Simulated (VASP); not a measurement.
Input of a VASP 6.6.1 run:

The input POSCAR:

```
Si16Ni
1.0
    0.0000000000      5.4300000000      5.4300000000
    5.4300000000      0.0000000000      5.4300000000
    5.4300000000      5.4300000000      0.0000000000
Si Ni
16 1
Direct
    0.0061422652      0.1898984346     -0.1534116943
    0.1816137201      0.2424267956     -0.0300013812
    0.1177829650     -0.0804043278      0.4494490792
    0.1968534070      0.1429171271      0.5073885820
   -0.0692531308      0.4918951197      0.1216686004
    0.1113488029      0.4742488029      0.2963287293
   -0.1127805709      0.5295389503      0.6185282689
    0.0139801105      0.6608762431      0.7409069982
    0.5576030387      0.1436785451     -0.1581008287
    0.6647266114      0.1575925414      0.0699069061
    0.5530294659     -0.0476543278      0.4513186004
    0.7539630755     -0.0057954880      0.5614476059
    0.4487770718      0.4936962247      0.0775516575
    0.5985979742      0.4507324125      0.2951690608
    0.3776778085      0.4600485267      0.6414656538
    0.5212813996      0.6289585635      0.6976020258
    0.2633942910      0.8867467772      0.1215117864
```

File INCAR.step1:

```
SYSTEM = Si16Ni
PREC = Accurate ; ENCUT = 520
ISMEAR = 0 ; SIGMA = 0.02
LREAL = Auto ; LASPH = .True.
NELM = 150 ; ISPIN = 2
MAGMOM = 0 0 0 0 0 0 0 0 0 0 0 0 0 0 0 0 0 ; LMAXMIX = 4
NBANDS = 55 ; GGA = PE
ALGO = Normal ; EDIFF = 1E-4
LWAVE = .True. ; LCHARG = .False.
```

File INCAR.step2:

```
SYSTEM = Si16Ni
PREC = Accurate ; ENCUT = 520
EDIFF = 1E-6 ; ISMEAR = 0
SIGMA = 0.02 ; LREAL = Auto
LASPH = .True. ; NELM = 150
ALGO = Normal ; ISIF = 2
LWAVE = .False. ; LCHARG = .False.
ISPIN = 2 ; MAGMOM = 0 0 0 0 0 0 0 0 0 0 0 0 0 0 0 0 0
LORBIT = 11 ; LMAXMIX = 4
METAGGA = R2SCAN ; LMIXTAU = .True.
NBANDS = 55 ; ISTART = 1
```

KPOINTS

```
Automatic mesh
0
Gamma
  1 1 1
  0 0 0
```

Potentials or basis: VASP PAW PBE potentials, release 64 (Si, Ni).

Launch:

```bash
$ cat potpaw_PBE.64/Si/POTCAR potpaw_PBE.64/Ni/POTCAR > POTCAR
$ cp INCAR.step1 INCAR
$ mpirun -np 1 vasp_gam > vasp.out
$ cp INCAR.step2 INCAR
$ mpirun -np 1 vasp_gam > vasp.out
```

Task: Predict the largest force.

Result: 1.837 eV/Å.

Task: Estimate the pressure.

Result: 7.6 GPa.

Task: Predict the net moment.

Result: 0.00 μB per cell.

Stress tensor (GPa, compression positive):
```
 6.28 -1.71  0.09
-1.71 11.45  2.79
 0.09  2.79  4.96
```

Caveat: the k points lie up to 1.00 Å⁻¹ apart; the PAW data sets were made with another functional, which shifts forces and pressure a little.
